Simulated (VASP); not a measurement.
# CdS (R3m) in VASP: single point with PBEsol

Aim: the single point of CdS with PBEsol.

Program: VASP 6.6.1. These are calculated values, not measurements. Logs are shortened: lines on timing, memory, paths and dates and some standing lists are left out, and cuts for length are marked.

### 1 The cell of the first run

It takes space group R3m (No. 160, trigonal). Conventional cell: a = 4.057 Å, b = 4.057 Å, c = 10.228 Å, α = 90.00°, β = 90.00°, γ = 120.00°. Within 3.3 Å of Cd (site symmetry 3m) lie 4 S at 2.51 Å. Within 3.3 Å of S (site symmetry 3m) lie 4 Cd at 2.51 Å.

### 2 Single point, PBEsol

File INCAR:

```
SYSTEM = CdS
PREC     = Accurate       ! precision mode
ENCUT    = 500            ! plane-wave cutoff, eV
EDIFF    = 1E-6           ! SCF threshold, eV
ISMEAR   = 0              ! smearing method
SIGMA    = 0.01           ! smearing width, eV
LREAL    = .FALSE.        ! projectors in reciprocal space
LASPH    = .TRUE.         ! aspherical terms in the spheres
NELM     = 120            ! most SCF steps
ALGO     = Normal         ! electronic algorithm
ISIF     = 2              ! what is computed and relaxed
LWAVE    = .FALSE.        ! write WAVECAR
LCHARG   = .FALSE.        ! write CHGCAR
GGA      = PS             ! functional
NBANDS   = 16             ! bands
GGA_COMPAT= .FALSE.
```

File KPOINTS:

```
Automatic mesh
0
G
  9 9 9
  0 0 0
```

File POSCAR:

```
CdS
1.0
    0.0557740321      2.9245865321      2.9245865321
    2.9245865321      0.0557740321      2.9245865321
    2.9245865321      2.9245865321      0.0557740321
Cd S
1 1
Direct
    0.0021629223      0.0021629223      0.0021629223
    0.2478370777      0.2478370777      0.2478370777
```

Potentials or basis: VASP PAW PBE potentials, release 64 (Cd, S).

On the command line:

```console
$ cat potpaw_PBE.64/Cd/POTCAR potpaw_PBE.64/S/POTCAR > POTCAR
$ mpirun -np 1 vasp_std > vasp.out
```

OUTCAR:

```text
SYSTEM = CdS
   PREC = Accurate
   ENCUT = 500
   EDIFF = 1E-6
   ISMEAR = 0
   LREAL = .FALSE.
   LASPH = .TRUE.
   NELM = 120
   ISIF = 2
   GGA = PS

 ion  position               nearest neighbor table
   1  0.002  0.002  0.002-   2 2.51   2 2.51   2 2.51   2 2.51
   2  0.248  0.248  0.248-   1 2.51   1 2.51   1 2.51   1 2.51

  LATTYP: Found a trigonal (rhomboedric) cell.
 ALAT       =     4.1363659787
 COS(alpha) =     0.5189763669

  Lattice vectors:

 A1 = (   0.0557740321,   2.9245865321,   2.9245865321)
 A2 = (   2.9245865321,   0.0557740321,   2.9245865321)
 A3 = (   2.9245865321,   2.9245865321,   0.0557740321)

Analysis of symmetry for initial positions (statically):
=====================================================================
 Subroutine PRICEL returns:
 Original cell was already a primitive cell.

 Routine SETGRP: Setting up the symmetry group for a
 trigonal (rhombohedral) supercell.

 Subroutine GETGRP returns: Found  6 space group operations
 (whereof  6 operations were pure point group operations)
 out of a pool of 12 trial point group operations.

The static configuration has the point symmetry C_3v.

Analysis of symmetry for dynamics (positions and initial velocities):
=====================================================================
 Subroutine PRICEL returns:
 Original cell was already a primitive cell.

 Routine SETGRP: Setting up the symmetry group for a
 trigonal (rhombohedral) supercell.

 Subroutine GETGRP returns: Found  6 space group operations
 (whereof  6 operations were pure point group operations)
 out of a pool of 12 trial point group operations.

The dynamic configuration has the point symmetry C_3v.

 Subroutine INISYM returns: Found  6 space group operations
 (whereof  6 operations are pure point group operations),
 and found     1 'primitive' translations

----------------------------------------------------------------------------------------

                                     Primitive cell

  volume of cell :      48.5982

  direct lattice vectors                    reciprocal lattice vectors
     0.055774032  2.924586532  2.924586532    -0.175934347  0.172641937  0.172641937
     2.924586532  0.055774032  2.924586532     0.172641937 -0.175934347  0.172641937
     2.924586532  2.924586532  0.055774032     0.172641937  0.172641937 -0.175934347

  length of vectors
     4.136365979  4.136365979  4.136365979     0.300937487  0.300937487  0.300937487

  position of ions in fractional coordinates (direct lattice)
     0.002162922  0.002162922  0.002162922
     0.247837078  0.247837078  0.247837078

  ion indices of the primitive-cell ions
   primitive index   ion index
                 1           1
                 2           2

----------------------------------------------------------------------------------------

 KPOINTS: Automatic mesh

Automatic generation of k-mesh.
 Grid dimensions read from file:
 generate k-points for:    9    9    9

 Generating k-lattice:

  Cartesian coordinates                     Fractional coordinates (reciprocal lattice)
    -0.019548261  0.019182437  0.019182437     0.111111111  0.000000000 -0.000000000
     0.019182437 -0.019548261  0.019182437     0.000000000  0.111111111 -0.000000000
     0.019182437  0.019182437 -0.019548261     0.000000000  0.000000000  0.111111111

  Length of vectors
     0.033437499  0.033437499  0.033437499

  Shift w.r.t. Gamma in fractional coordinates (k-lattice)
     0.000000000  0.000000000  0.000000000

 Subroutine IBZKPT returns following result:
 ===========================================

 Found     85 irreducible k-points:

 Following reciprocal coordinates:
            Coordinates               Weight
  0.000000  0.000000  0.000000      1.000000
  0.111111  0.000000  0.000000      6.000000
  0.222222  0.000000 -0.000000      6.000000
  0.333333  0.000000 -0.000000      6.000000
  0.444444  0.000000 -0.000000      6.000000
  0.111111  0.111111  0.000000      6.000000
[... 16 lines left out ...]
 -0.333333  0.333333  0.000000      6.000000
  0.444444  0.444444  0.000000      6.000000
 [... further k-points ...]
   k-points           NKPTS =     85   k-points in BZ     NKDIM =     85   number of bands    NBANDS=     16
   number of dos      NEDOS =    301   number of ions     NIONS =      2
   total plane-waves  NPLWV =  27000
   dimension x,y,z NGX =    30 NGY =   30 NGZ =   30
   dimension x,y,z NGXF=    60 NGYF=   60 NGZF=   60
   ions per type =               1   1
   NGX,Y,Z   is equivalent  to a cutoff of  12.06, 12.06, 12.06 a.u.
   NGXF,Y,Z  is equivalent  to a cutoff of  24.11, 24.11, 24.11 a.u.
 SYSTEM =  CdS
   PREC   = accura    normal or accurate (medium, high low for compatibility)
   ISTART =      0    job   : 0-new  1-cont  2-samecut
   ICHARG =      2    charge: 1-file 2-atom 10-const
   ISPIN  =      1    spin polarized calculation?
   LNONCOLLINEAR =      F non collinear calculations
   LSORBIT =      F    spin-orbit coupling
   LASPH  =      T    aspherical Exc in radial PAW
   ENCUT  =  500.0 eV  36.75 Ry    6.06 a.u.   7.54  7.54  7.54*2*pi/ulx,y,z
   NELM   =    120;   NELMIN=  2; NELMDL= -5     # of ELM steps
   EDIFF  = 0.1E-05   stopping-criterion for ELM
   LREAL  =      F    real-space projection
   EDIFFG = 0.1E-04   stopping-criterion for IOM
   NSW    =      0    number of steps for IOM
   IBRION =     -1    ionic relax: 0-MD 1-quasi-New 2-CG
   NFREE  =      0    steps in history (QN), initial steepest desc. (CG)
   ISIF   =      2    stress and relaxation
   ISYM   =      2    0-nonsym 1-usesym 2-fastsym
   POTIM  = 0.5000    time-step for ionic-motion
   TEBEG  =    0.0;   TEEND  =   0.0 temperature during run
   PSTRESS=    0.0 pullay stress
   NELECT =      18.0000    total number of electrons
   NUPDOWN=      -1.0000    fix difference up-down
   EMIN   =  10.00;   EMAX   =-10.00  energy-range for DOS
   EFERMI =   0.00;   METHOD = LEGACY
   ISMEAR =     0;   SIGMA  =   0.01  broadening in eV -4-tet -1-fermi 0-gaus
   EFERMI_NEDOS =   21; number of points for ismear=-14 and -15
   IALGO  =     38    algorithm
   IMIX   =      4    mixing-type and parameters
     AMIX     =   0.40;   BMIX     =  1.00
     AMIX_MAG =   1.60;   BMIX_MAG =  1.00
  volume/ion in A,a.u.               =      24.30       163.98
  Fermi-wavevector in a.u.,A,eV,Ry     =   1.175688  2.221729 18.806559  1.382243
  Thomas-Fermi vector in A             =   2.312065
   LORBIT       =      0    0 simple, 1 ext, 2 COOP (PROOUT), +10 PAW based schemes
   GGA     = PS    functional components
   LHFCALC =     F    Hartree Fock is set to
   AEXX    =    0.0000 exact exchange contribution
   IVDW    =     0    specifies the selected vdW correction
   LEPSILON=     F    determine dielectric tensor
   LRPA    =     F    only Hartree local field effects (RPA)
 non-spin polarized calculation
 Gauss-broadening in eV      SIGMA  =   0.01
  energy-cutoff  :      500.00
  volume of cell :       48.60
 maximum number of plane-waves:      1255
 NGX is ok and might be reduce to    30
   NGX = 15   NGY = 15   NGZ = 15

 number of electron      18.0000005 magnetization

 Free energy of the ion-electron system (eV)
  ---------------------------------------------------
  ext. energy  EPLUGINS =         0.00000000
  ---------------------------------------------------
  free energy    TOTEN  =        -6.80425807 eV

  energy without entropy =       -6.80425807  energy(sigma->0) =       -6.80425807

 E-fermi :   1.4790     XC(G=0):  -9.4774

 val. band max:        1.4316462388   @ k =   0.0000   0.0000   0.0000
 cond. band min:       2.4322470810   @ k =   0.0000   0.0000   0.0000
 fundamental gap:      1.0006008422
 Fermi energy:         1.4790058060

 k-point     1 :       0.0000    0.0000    0.0000
  band No.  band energies     occupation
      1     -11.1203      2.00000
      2      -6.4322      2.00000
      3      -6.4074      2.00000
      4      -6.4074      2.00000
      5      -5.9006      2.00000
      6      -5.9006      2.00000
[... 8 lines left out ...]
     15      12.8692      0.00000
     16      12.8692      0.00000

 k-point     2 :       0.1111    0.0000    0.0000
  band No.  band energies     occupation
      1     -11.0662      2.00000
      2      -6.4117      2.00000
      3      -6.3886      2.00000
      4      -6.3666      2.00000
      5      -5.9027      2.00000
      6      -5.9010      2.00000
[... 8 lines left out ...]
     15      12.3334      0.00000
     16      13.2430      0.00000

 k-point     3 :       0.2222    0.0000   -0.0000
  band No.  band energies     occupation
      1     -10.9282      2.00000
      2      -6.3633      2.00000
      3      -6.3455      2.00000
      4      -6.2191      2.00000
      5      -5.9023      2.00000
      6      -5.8957      2.00000
[... 8 lines left out ...]
     15      12.0233      0.00000
     16      12.6776      0.00000

 k-point     4 :       0.3333    0.0000   -0.0000
  band No.  band energies     occupation
      1     -10.7709      2.00000
      2      -6.3180      2.00000
      3      -6.3071      2.00000
      4      -5.9267      2.00000
      5      -5.8845      2.00000
      6      -5.8756      2.00000
[... 8 lines left out ...]
     15      12.2831      0.00000
     16      12.6327      0.00000

 k-point     5 :       0.4444    0.0000   -0.0000
  band No.  band energies     occupation
      1     -10.6689      2.00000
      2      -6.2959      2.00000
      3      -6.2895      2.00000
      4      -5.8715      2.00000
      5      -5.8528      2.00000
      6      -5.5594      2.00000
[... 8 lines left out ...]
     15      13.3509      0.00000
     16      13.8504      0.00000

 k-point     6 :       0.1111    0.1111    0.0000
  band No.  band energies     occupation
      1     -11.0492      2.00000
      2      -6.3981      2.00000
      3      -6.3717      2.00000
      4      -6.3711      2.00000
      5      -5.9153      2.00000
      6      -5.8896      2.00000
[... 8 lines left out ...]
     15      12.9484      0.00000
     16      13.7274      0.00000
[... 267 lines left out ...]
 k-point    21 :       0.4444    0.3333    0.0000
  band No.  band energies     occupation
      1     -10.5825      2.00000
      2      -6.1991      2.00000
      3      -6.1062      2.00000
      4      -6.0786      2.00000
      5      -5.8236      2.00000
      6      -5.5872      2.00000
[... 8 lines left out ...]
     15      13.9098      0.00000
     16      15.4808      0.00000

 k-point    22 :      -0.4444    0.3333    0.0000
  band No.  band energies     occupation
      1     -10.5383      2.00000
      2      -6.2138      2.00000
      3      -6.1038      2.00000
      4      -6.0139      2.00000
      5      -5.8440      2.00000
      6      -5.3394      2.00000
[... 8 lines left out ...]
     15      13.7162      0.00000
     16      15.2310      0.00000

 k-point    23 :      -0.3333    0.3333    0.0000
  band No.  band energies     occupation
      1     -10.5512      2.00000
      2      -6.2328      2.00000
      3      -6.1447      2.00000
      4      -5.9534      2.00000
      5      -5.8803      2.00000
      6      -5.3006      2.00000
[... 8 lines left out ...]
     15      12.6790      0.00000
     16      16.0167      0.00000

 k-point    24 :       0.4444    0.4444    0.0000
  band No.  band energies     occupation
      1     -10.5358      2.00000
      2      -6.1978      2.00000
      3      -6.0580      2.00000
      4      -6.0539      2.00000
      5      -5.8082      2.00000
      6      -5.5002      2.00000
[... 8 lines left out ...]
     15      13.7197      0.00000
     16      15.1679      0.00000

 [... further k-points ...]

------------------------ aborting loop because EDIFF is reached ----------------------------------------

  FORCE on cell =-STRESS in cart. coord.  units (eV):
  Direction    XX          YY          ZZ          XY          YZ          ZX
  --------------------------------------------------------------------------------------
  -------------------------------------------------------------------------------------
  Total        0.4283055      0.4283055      0.4283055     -0.1531711     -0.1531711     -0.1531711
  in kB       14.1202996     14.1202996     14.1202996     -5.0497185     -5.0497185     -5.0497185
  external PRESSURE =      14.1202996 kB  Pullay stress =       0.0000000 kB

 VOLUME and BASIS-vectors are now :
 -----------------------------------------------------------------------------
  energy-cutoff  :      500.00
  volume of cell :       48.60
      direct lattice vectors                 reciprocal lattice vectors
     0.055774032  2.924586532  2.924586532    -0.175934347  0.172641937  0.172641937
     2.924586532  0.055774032  2.924586532     0.172641937 -0.175934347  0.172641937
     2.924586532  2.924586532  0.055774032     0.172641937  0.172641937 -0.175934347

 POSITION                                       TOTAL-FORCE (eV/Angst)
 -----------------------------------------------------------------------------------
      0.01277      0.01277      0.01277         0.001498      0.001498      0.001498
      1.46346      1.46346      1.46346        -0.001498     -0.001498     -0.001498
 -----------------------------------------------------------------------------------
    total drift:                               -0.000067     -0.000067     -0.000067

  FREE ENERGIE OF THE ION-ELECTRON SYSTEM (eV)
  ---------------------------------------------------
  free  energy   TOTEN  =        -6.8042580722 eV

  energy  without entropy=       -6.8042580722  energy(sigma->0) =       -6.80425807
```

It took 52 s on 1 thread of Intel Xeon Platinum 8259CL at 2.50GHz (Skylake/Cascade Lake), shared host; peak memory 0.2 GiB.

What came out:

```
Free energy            : -6.8043 eV
Pressure               : 1.4 GPa
Band gap on the k mesh : 1.00 eV
```

Forces on the atoms (eV/Å):
```
Cd   0.001  0.001  0.001
S   -0.001 -0.001 -0.001
```

Caveat: the PAW data sets were made with another functional, which shifts forces and pressure a little.
